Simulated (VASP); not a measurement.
Input of a VASP 6.6.1 run:

File INCAR:

```
SYSTEM = TiH4
  PREC = Accurate
  ENCUT = 520
  EDIFF = 1E-7
  ISMEAR = 0
  SIGMA = 0.1
  LREAL = .False.
  LASPH = .True.
  NELM = 60
  ALGO = Normal
  ISIF = 2
  LWAVE = .False.
  LCHARG = .False.
  GGA = PE
  NBANDS = 16
```

The input KPOINTS:

```
regular mesh
0
Gamma
  6 6 6
  0 0 0
```

Contents of POSCAR:

```
TiH4
1.0
   -2.1251844218      2.1251844218      2.1251844218
    2.1251844218     -2.1251844218      2.1251844218
    2.1251844218      2.1251844218     -2.1251844218
Ti H
1 4
Direct
    0.0000000000      0.0000000000      0.0000000000
    0.5000000000      0.5000000000      0.5000000000
    0.0000000000      0.0000000000      0.5000000000
    0.0000000000      0.5000000000      0.0000000000
    0.5000000000      0.0000000000      0.0000000000
```

Potentials or basis: VASP PAW PBE potentials, release 64 (Ti_sv, H).

The run is started by

```sh
$ cat potpaw_PBE.64/Ti_sv/POTCAR potpaw_PBE.64/H/POTCAR > POTCAR
$ mpirun -np 1 vasp_std > vasp.out
```

Task: Predict the band gap on the k mesh.

Result: Zero (band 8 reaches 2.91 eV, above the bottom of band 9 at 2.03 eV).

Task: Predict the pressure.

Result: 0.1 GPa.
